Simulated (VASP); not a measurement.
# BaTiO3 (R3m) in VASP: further runs, part 3 of 3

VASP 6.6.1. The steps go on from the part before.

### Step 5. Relaxation of cell and atoms, PBE, target pressure 10 GPa, at which the enthalpy is minimised

INCAR

```
PREC     = Accurate       # precision mode
ENCUT    = 600            # plane-wave cutoff, eV
EDIFF    = 1E-6           # SCF threshold, eV
ISMEAR   = -1             # smearing method
SIGMA    = 0.05           # smearing width, eV
LREAL    = F              # projectors in reciprocal space
LASPH    = T              # aspherical terms in the spheres
NELM     = 80             # most SCF steps
ALGO     = Normal         # electronic algorithm
ISIF     = 3              # what is computed and relaxed
LWAVE    = F              # write WAVECAR
LCHARG   = F              # write CHGCAR
GGA      = PE             # functional
IBRION   = 2              # ionic algorithm
NSW      = 60             # ionic steps
EDIFFG   = -0.01          # ionic threshold
PSTRESS  = 100.0
```

KPOINTS

```
regular mesh
0
Gamma
  7 7 7
```

POSCAR

```
BaTiO3
1.0
    2.8273666084      1.6323808724      2.3183934932
   -2.8273666084      1.6323808724      2.3183934932
    0.0000000000     -3.2647617449      2.3183934932
Ba Ti O
1 1 3
Direct
    0.0000000000      0.0000000000      0.0000000000
    0.4845000000      0.4845000000      0.4845000000
    0.5086000000      0.0175000000      0.5086000000
    0.0175000000      0.5086000000      0.5086000000
    0.5086000000      0.5086000000      0.0175000000
```

Potentials or basis: VASP PAW PBE potentials, release 64 (Ba_sv, Ti_sv, O).

The run is started by

```
cat potpaw_PBE.64/Ba_sv/POTCAR potpaw_PBE.64/Ti_sv/POTCAR potpaw_PBE.64/O/POTCAR > POTCAR
mpirun -np 1 vasp_std > vasp.out
```

OUTCAR:

```text
PREC = Accurate
   ENCUT = 600
   EDIFF = 1E-6
   ISMEAR = -1
   LREAL = F
   LASPH = T
   NELM = 80
   ISIF = 3
   GGA = PE
   IBRION = 2
   NSW = 60
   EDIFFG = -0.01
   PSTRESS = 100.0

 ion  position               nearest neighbor table
   1  0.000  0.000  0.000-   5 2.79   4 2.79   3 2.79   4 2.83   3 2.83   4 2.83   3 2.83   5 2.83
                             5 2.83   5 2.89   4 2.89   3 2.89   2 3.37   2 3.43   2 3.43   2 3.43
   2  0.484  0.484  0.484-   3 1.87   4 1.87   5 1.87   3 2.14   4 2.14   5 2.14   1 3.37   1 3.43
                             1 3.43   1 3.43   1 3.50   1 3.50   1 3.50   1 3.59
   3  0.509  0.017  0.509-   2 1.87   2 2.14   1 2.79   1 2.83   1 2.83   1 2.89
   4  0.017  0.509  0.509-   2 1.87   2 2.14   1 2.79   1 2.83   1 2.83   1 2.89
   5  0.509  0.509  0.017-   2 1.87   2 2.14   1 2.79   1 2.83   1 2.83   1 2.89

  LATTYP: Found a trigonal (rhomboedric) cell.
 ALAT       =     4.0042000000
 COS(alpha) =     0.0028448828

  Lattice vectors:

 A1 = (   2.8273666084,   1.6323808724,   2.3183934932)
 A2 = (  -2.8273666084,   1.6323808724,   2.3183934932)
 A3 = (   0.0000000000,  -3.2647617449,   2.3183934932)

Analysis of symmetry for initial positions (statically):
=====================================================================
 Subroutine PRICEL returns:
 Original cell was already a primitive cell.

 Routine SETGRP: Setting up the symmetry group for a
 trigonal (rhombohedral) supercell.

 Subroutine GETGRP returns: Found  6 space group operations
 (whereof  6 operations were pure point group operations)
 out of a pool of 12 trial point group operations.

The static configuration has the point symmetry C_3v.

Analysis of symmetry for dynamics (positions and initial velocities):
=====================================================================
 Subroutine PRICEL returns:
 Original cell was already a primitive cell.

 Routine SETGRP: Setting up the symmetry group for a
 trigonal (rhombohedral) supercell.

 Subroutine GETGRP returns: Found  6 space group operations
 (whereof  6 operations were pure point group operations)
 out of a pool of 12 trial point group operations.

The dynamic configuration has the point symmetry C_3v.

 Subroutine INISYM returns: Found  6 space group operations
 (whereof  6 operations are pure point group operations),
 and found     1 'primitive' translations

----------------------------------------------------------------------------------------

                                     Primitive cell

  volume of cell :      64.2010

  direct lattice vectors                    reciprocal lattice vectors
     2.827366608  1.632380872  2.318393493     0.176843002  0.102100355  0.143777721
    -2.827366608  1.632380872  2.318393493    -0.176843002  0.102100355  0.143777721
     0.000000000 -3.264761745  2.318393493     0.000000000 -0.204200710  0.143777721

  length of vectors
     4.004200000  4.004200000  4.004200000     0.249739791  0.249739791  0.249739791

  position of ions in fractional coordinates (direct lattice)
     0.000000000  0.000000000  0.000000000
[... 64 lines left out ...]
  0.428571  0.285714  0.142857     12.000000
 [... further k-points ...]
   k-points           NKPTS =     44   k-points in BZ     NKDIM =     44   number of bands    NBANDS=     24
   number of dos      NEDOS =    301   number of ions     NIONS =      5
   total plane-waves  NPLWV =  32768
   dimension x,y,z NGX =    32 NGY =   32 NGZ =   32
   dimension x,y,z NGXF=    64 NGYF=   64 NGZF=   64
   ions per type =               1   1   3
   NGX,Y,Z   is equivalent  to a cutoff of  13.29, 13.29, 13.29 a.u.
   NGXF,Y,Z  is equivalent  to a cutoff of  26.57, 26.57, 26.57 a.u.
 SYSTEM =  unknown system
   PREC   = accura    normal or accurate (medium, high low for compatibility)
   ISTART =      0    job   : 0-new  1-cont  2-samecut
   ICHARG =      2    charge: 1-file 2-atom 10-const
   ISPIN  =      1    spin polarized calculation?
   LNONCOLLINEAR =      F non collinear calculations
   LSORBIT =      F    spin-orbit coupling
   LASPH  =      T    aspherical Exc in radial PAW
   ENCUT  =  600.0 eV  44.10 Ry    6.64 a.u.   8.00  8.00  8.00*2*pi/ulx,y,z
   NELM   =     80;   NELMIN=  2; NELMDL= -5     # of ELM steps
   EDIFF  = 0.1E-05   stopping-criterion for ELM
   LREAL  =      F    real-space projection
   EDIFFG = -.1E-01   stopping-criterion for IOM
   NSW    =     60    number of steps for IOM
   IBRION =      2    ionic relax: 0-MD 1-quasi-New 2-CG
   NFREE  =      1    steps in history (QN), initial steepest desc. (CG)
   ISIF   =      3    stress and relaxation
   ISYM   =      2    0-nonsym 1-usesym 2-fastsym
   POTIM  = 0.5000    time-step for ionic-motion
   TEBEG  =    0.0;   TEEND  =   0.0 temperature during run
   PSTRESS=  100.0 pullay stress
   NELECT =      40.0000    total number of electrons
   NUPDOWN=      -1.0000    fix difference up-down
   EMIN   =  10.00;   EMAX   =-10.00  energy-range for DOS
   EFERMI =   0.00;   METHOD = LEGACY
   ISMEAR =    -1;   SIGMA  =   0.05  broadening in eV -4-tet -1-fermi 0-gaus
   EFERMI_NEDOS =   21; number of points for ismear=-14 and -15
   IALGO  =     38    algorithm
   IMIX   =      4    mixing-type and parameters
     AMIX     =   0.40;   BMIX     =  1.00
     AMIX_MAG =   1.60;   BMIX_MAG =  1.00
  volume/ion in A,a.u.               =      12.84        86.65
  Fermi-wavevector in a.u.,A,eV,Ry     =   1.398237  2.642285 26.600301  1.955067
  Thomas-Fermi vector in A             =   2.521415
   LORBIT       =      0    0 simple, 1 ext, 2 COOP (PROOUT), +10 PAW based schemes
   GGA     = PE    functional components
   LHFCALC =     F    Hartree Fock is set to
   AEXX    =    0.0000 exact exchange contribution
   IVDW    =     0    specifies the selected vdW correction
   LEPSILON=     F    determine dielectric tensor
   LRPA    =     F    only Hartree local field effects (RPA)
 conjugate gradient relaxation of ions
 non-spin polarized calculation
  energy-cutoff  :      600.00
  volume of cell :       64.20
 maximum number of plane-waves:      2170
   NGX = 15   NGY = 15   NGZ = 15

--------------------------------------- Ionic step        1  -------------------------------------------

 number of electron      39.9999996 magnetization

 Free energy of the ion-electron system (eV)
  ---------------------------------------------------
  ext. energy  EPLUGINS =         0.00000000
  ---------------------------------------------------
  free energy    TOTEN  =       -39.99773486 eV

  energy without entropy =      -39.99773486  energy(sigma->0) =      -39.99773486

------------------------ aborting loop because EDIFF is reached ----------------------------------------

  FORCE on cell =-STRESS in cart. coord.  units (eV):
  Direction    XX          YY          ZZ          XY          YZ          ZX
  --------------------------------------------------------------------------------------
  -------------------------------------------------------------------------------------
  Total        2.7034167      2.7034167      2.6025344      0.0000000     -0.0000000      0.0000000
  in kB       67.4654712     67.4654712     64.9478889      0.0000000     -0.0000000      0.0000000
  external PRESSURE =     -33.3737229 kB  Pullay stress =     100.0000000 kB
[... 106 lines left out ...]
  energy  without entropy=      -39.9262081294  energy(sigma->0) =      -39.92620813

  enthalpy is  TOTEN    =       -36.0075606937 eV   P V=        3.9186474357

[... ionic steps 4 to 9 ...]

--------------------------------------- Ionic step       10  -------------------------------------------

 number of electron      40.0000017 magnetization

------------------------ aborting loop because EDIFF is reached ----------------------------------------
[... 77 lines left out ...]
--------------------------------------- Ionic step       12  -------------------------------------------

 number of electron      40.0000019 magnetization

 Free energy of the ion-electron system (eV)
  ---------------------------------------------------
  ext. energy  EPLUGINS =         0.00000000
  ---------------------------------------------------
  free energy    TOTEN  =       -39.91607432 eV

  energy without entropy =      -39.91607432  energy(sigma->0) =      -39.91607432

 E-fermi :   5.0240     XC(G=0): -11.3942

 val. band max:        3.9537034797   @ k =   0.4286   0.4286   0.4286
 cond. band min:       6.0936334683   @ k =   0.0000   0.0000   0.0000
 fundamental gap:      2.1399299886
 Fermi energy:         5.0240047624

 k-point     1 :       0.0000    0.0000    0.0000
  band No.  band energies     occupation
      1     -52.3664      2.00000
      2     -28.6108      2.00000
      3     -28.6108      2.00000
      4     -28.6096      2.00000
      5     -20.7296      2.00000
      6     -12.9108      2.00000
[... 637 lines left out ...]
     23       7.9149      0.00000
     24       9.6145      0.00000

 [... further k-points ...]
[... 5 lines left out ...]
  --------------------------------------------------------------------------------------
  -------------------------------------------------------------------------------------
  Total        3.8589455      3.8589455      3.9100437      0.0000000     -0.0000000     -0.0000000
  in kB       99.0260146     99.0260146    100.3372687      0.0000000     -0.0000000     -0.0000000
  external PRESSURE =      -0.5369007 kB  Pullay stress =     100.0000000 kB
[... 24 lines left out ...]
  energy  without entropy=      -39.9160743160  energy(sigma->0) =      -39.91607432

  enthalpy is  TOTEN    =       -36.0191736209 eV   P V=        3.8969006951

 reached required accuracy - stopping structural energy minimisation
```

Run time: 7.5 min. Hardware: 1 thread of Intel Xeon 6975P-C, shared host; peak memory 0.26 GiB.

Results:

```yaml
Free_energy: -39.9161 eV
Relaxed_volume: 12.49 Å³/atom
Relaxed_cell: a = 3.967 Å, b = 3.967 Å, c = 3.967 Å, α = 89.96°, β = 89.96°, γ = 89.96°
Space_group_after_relaxing_to_0.05_Å: R3m (No. 160)
Energy_change_on_relaxing_the_enthalpy_is_what_falls: +16.3 meV/atom
Ionic_steps: 12
Pressure_after_relaxing: 9.9 GPa
Largest_force_after_relaxing: 0.006 eV/Å
Band_gap_on_the_k_mesh: 2.14 eV, indirect (least direct gap 2.32 eV)
```

Forces in eV/Å, atoms in the order of the input:
```
Ba   0.000  0.000 -0.001
Ti   0.000  0.000  0.006
O   -0.003  0.002 -0.002
O    0.003  0.002 -0.002
O    0.000 -0.004 -0.002
```

The path:
```csv
step,energy change (eV),largest force (eV/Å),pressure (GPa),volume (Å³)
1,0.0000,0.2079,6.66,64.20
2,0.1458,0.4472,13.78,61.75
3,0.0715,0.3515,10.58,62.78
4,0.0762,0.1493,10.24,62.57
5,0.0807,0.0915,10.17,62.48
6,0.0729,0.0460,9.76,62.59
7,0.0683,0.0387,9.49,62.66
8,0.0784,0.0273,9.96,62.49
9,0.0804,0.0337,10.03,62.46
10,0.0816,0.0235,10.05,62.44
11,0.0838,0.0146,10.07,62.40
12,0.0817,0.0057,9.95,62.44
```

Final structure:
```cif
data_structure
_symmetry_space_group_name_H-M 'P 1'
_symmetry_Int_Tables_number 1
_cell_length_a 3.9671
_cell_length_b 3.9671
_cell_length_c 3.9671
_cell_angle_alpha 89.958
_cell_angle_beta 89.958
_cell_angle_gamma 89.958
_cell_volume 62.44
loop_
_atom_site_label
_atom_site_type_symbol
_atom_site_fract_x
_atom_site_fract_y
_atom_site_fract_z
_atom_site_occupancy
Ba1 Ba 0.00034 0.00034 0.00034 1
Ti1 Ti 0.49149 0.49149 0.49149 1
O1 O 0.50791 0.01154 0.50791 1
O2 O 0.01154 0.50791 0.50791 1
O3 O 0.50791 0.50791 0.01154 1
```

Caveat: the cell is relaxed towards a set pressure, so the enthalpy falls and the energy may rise; spin-orbit coupling is left out, which moves the levels of the heavy elements.

### Step 6. Relaxation of cell and atoms, PBE, target pressure 20 GPa, at which the enthalpy is minimised

INCAR

```
PREC     = Accurate       # precision mode
ENCUT    = 600            # plane-wave cutoff, eV
EDIFF    = 1E-6           # SCF threshold, eV
ISMEAR   = -1             # smearing method
SIGMA    = 0.05           # smearing width, eV
LREAL    = False          # projectors in reciprocal space
LASPH    = True           # aspherical terms in the spheres
NELM     = 60             # most SCF steps
ALGO     = Normal         # electronic algorithm
ISIF     = 3              # what is computed and relaxed
LWAVE    = False          # write WAVECAR
LCHARG   = False          # write CHGCAR
GGA      = PE             # functional
IBRION   = 2              # ionic algorithm
NSW      = 60             # ionic steps
EDIFFG   = -0.01          # ionic threshold
PSTRESS  = 200.0
```

KPOINTS

```
Automatic mesh
0
Gamma
  7 7 7
```

POSCAR is that of step 5.

Potentials or basis: VASP PAW PBE potentials, release 64 (Ba_sv, Ti_sv, O).

The run is started by

```
cat potpaw_PBE.64/Ba_sv/POTCAR potpaw_PBE.64/Ti_sv/POTCAR potpaw_PBE.64/O/POTCAR > POTCAR
mpirun -np 1 vasp_std > vasp.out
```

Run time: 11 min. Hardware: 1 thread of Intel Xeon 6975P-C, shared host; peak memory 0.26 GiB.

The run converged. Its results:

- Free energy: -39.6370 eV
- Relaxed volume: 11.87 Å³/atom
- Relaxed cell: a = 3.901 Å, b = 3.901 Å, c = 3.901 Å, α = 89.99°, β = 89.99°, γ = 89.99°
- Space group after relaxing (to 0.05 Å): Pm-3m (No. 221)
- Energy change on relaxing (the enthalpy is what falls): +72.1 meV/atom
- Ionic steps: 17
- Pressure after relaxing: 20.0 GPa
- Largest force after relaxing: 0.006 eV/Å
- Band gap on the k mesh: 1.96 eV, direct

Forces on the atoms (eV/Å):
```
Ba   0.000  0.000  0.003
Ti   0.000  0.000  0.006
O    0.000  0.000 -0.003
O    0.000  0.000 -0.003
O    0.000  0.000 -0.003
```

Stress tensor (GPa, compression positive):
```
20.05  0.00  0.00
 0.00 20.05  0.00
 0.00  0.00 19.97
```

Step by step:
```csv
step,energy change (eV),largest force (eV/Å),pressure (GPa),volume (Å³)
1,0.0000,0.2079,6.66,64.20
2,1.3987,1.7738,47.06,54.77
3,0.3180,0.8409,20.00,60.20
4,0.3289,0.8556,20.34,60.12
5,0.3667,0.3205,20.83,59.44
6,0.3893,0.2160,21.21,59.24
7,0.3013,0.1179,18.29,59.91
8,0.3177,0.1286,18.85,59.78
9,0.3346,0.1037,19.45,59.60
10,0.3541,0.0941,20.05,59.43
11,0.3571,0.0677,20.06,59.40
12,0.3643,0.0426,20.15,59.33
13,0.3521,0.0208,19.76,59.43
14,0.3512,0.0228,19.70,59.43
15,0.3748,0.0137,20.47,59.24
16,0.3615,0.0185,20.05,59.35
17,0.3607,0.0057,20.02,59.35
```

Final structure:
```
CELL_PARAMETERS angstrom
2.75801 1.59234 2.25252
-2.75801 1.59234 2.25252
0.00000 -3.18468 2.25252
ATOMIC_POSITIONS crystal
Ba 0.00357 0.00357 0.00357
Ti 0.50291 0.50291 0.50291
O 0.50422 0.00429 0.50422
O 0.00429 0.50422 0.50422
O 0.50422 0.50422 0.00429
```

Levels at points of the mesh, in eV from the valence-band top:
| k point | band 16 | band 17 | band 18 | band 19 | band 20 | band 21 | band 22 | band 23 | band 24 |
| --- | --- | --- | --- | --- | --- | --- | --- | --- | --- |
| (0.00, 0.00, 0.00) | -1.16 | -1.16 | 0.00 | 0.00 | 0.00 | 1.96 | 1.96 | 1.96 | 4.51 |

Caveat: the cell is relaxed towards a set pressure, so the enthalpy falls and the energy may rise; spin-orbit coupling is left out, which moves the levels of the heavy elements.

### Step 7. The runs side by side

| task | level | cell | k mesh | cutoff (eV) | grid for exact exchange (PRECFOCK) | gap on the mesh (eV) | pressure (GPa) | largest force (eV/Å) |
| --- | --- | --- | --- | --- | --- | --- | --- | --- |
| single point | PBE0 | as given | 4 × 4 × 4 | 520 | Fast | 4.60 | 1.3 | 0.13 |
| relaxation of cell and atoms | PBE | relaxed to 2 GPa | 7 × 7 × 7 | 600 | - | 2.51 | 2.0 | 0.01 |
| relaxation of cell and atoms | PBE | relaxed to 5 GPa | 7 × 7 × 7 | 600 | - | 2.34 | 5.0 | 0.01 |
| relaxation of cell and atoms | PBE | relaxed to 10 GPa | 7 × 7 × 7 | 600 | - | 2.14 | 9.9 | 0.01 |
| relaxation of cell and atoms | PBE | relaxed to 20 GPa | 7 × 7 × 7 | 600 | - | 1.96 | 20.0 | 0.01 |

Alike in all rows: potentials or basis VASP PAW PBE potentials, release 64 (Ba_sv, Ti_sv, O); no spin polarisation; smearing fermi-dirac 0.05 eV.

Caveats: spin-orbit coupling is left out, which moves the levels of the heavy elements; the cell is relaxed towards a set pressure, so the enthalpy falls and the energy may rise (some runs); the PAW data sets were made with another functional, which shifts forces and pressure a little (some runs).

Total energies depend on the potentials used, so only differences within one code and one set of settings carry meaning.
